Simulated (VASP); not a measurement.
Be2SbP3: single point with PBE

Crystal: Be2SbP3.

```xyz
12
Lattice="5.4095 -0.8112 -0.8082 -2.7455 6.4753 0.3904 -1.8055 -1.5583 6.8394" Properties=species:S:1:pos:R:3 pbc="T T T"
Be    0.9708    6.0679    0.9165
Be    0.0658    5.2859    4.3339
Be   -1.5919    4.8981    2.5734
Be   -2.4946    4.1208    5.9952
Sb    1.2592    1.6445    6.0389
Sb    2.1638    2.4221    2.6196
P    -0.1517    1.3297    0.1328
P    -1.0561    0.5511    3.5521
P     0.4647    4.3685    2.2410
P    -0.4393    3.5907    5.6621
P    -1.2028    6.5015    1.1822
P    -2.1083    5.7214    4.6004
```

* Program: VASP 6.6.1
* Task: single point
* Functional: PBE
* Potentials or basis: VASP PAW PBE potentials, release 64 (Be, Sb, P)
* Cutoff: 520 eV
* k mesh: 4 × 4 × 2
* Occupations: gaussian, width 0.1 eV
* Spin: no spin polarisation
* Dipole correction: no
* Further INCAR settings: ALGO = Fast; EDIFF = 1e-06; NBANDS = 36

| Quantity | Value |
| --- | --- |
| Pressure | -0.1 GPa |
| Largest force | 0.064 eV/Å |
| Band gap on the k mesh | zero (bands 24 and 25 overlap by 1.15 eV) |

Forces in eV/Å, atoms in the order of the input:
```
Be  -0.019 -0.015 -0.024
Be  -0.016 -0.009 -0.019
Be   0.007  0.003  0.015
Be   0.001  0.001  0.014
Sb   0.007 -0.021  0.018
Sb   0.004 -0.015  0.021
P    0.021 -0.049 -0.028
P    0.021 -0.054 -0.021
P   -0.014  0.050  0.036
P    0.001  0.047  0.034
P   -0.015  0.034 -0.022
P    0.003  0.029 -0.023
```

Stress tensor (GPa, compression positive):
```
-0.14 -0.01 -0.13
-0.01 -0.05 -0.14
-0.13 -0.14 -0.23
```

Levels at points of the mesh, in eV from the Fermi level:
```
           k point  band 20  band 21  band 22  band 23  band 24  band 25  band 26  band 27  band 28  band 29
(0.00, 0.00, 0.00)    -2.43    -2.18    -1.08    -0.51    -0.09     0.53     1.43     1.51     1.79     2.24
(0.50, 0.00, 0.00)    -2.33    -1.97    -1.54    -1.26     0.12     0.69     0.69     1.62     1.63     1.99
(0.00, 0.50, 0.00)    -2.33    -2.19    -2.14    -0.96     0.20     0.40     0.41     0.99     1.48     2.03
(0.50, 0.50, 0.00)    -2.38    -2.08    -1.91    -0.49    -0.32     0.52     1.15     1.19     1.30     2.00
(0.00, 0.00, 0.50)    -2.36    -1.71    -1.71    -1.26    -1.26     1.08     1.08     1.49     1.49     2.35
(0.50, 0.00, 0.50)    -2.14    -1.57    -1.57    -0.99    -0.98     0.08     0.08     1.17     1.17     1.94
(0.00, 0.50, 0.50)    -2.71    -1.73    -1.73    -0.54    -0.54     0.00     0.01     1.59     1.59     2.43
(0.50, 0.50, 0.50)    -2.46    -1.85    -1.85    -0.97    -0.97     0.61     0.61     1.52     1.52     2.67
```

Run time: 5.6 min on 1 thread of Oxide Virtual Turin-like Processor, with other jobs on the host, peak memory 0.39 GiB.

Caveat: the k points lie up to 0.46 Å⁻¹ apart, too coarse for converged energies and pressures of a metal; spin-orbit coupling is left out, which moves the levels of the heavy elements.
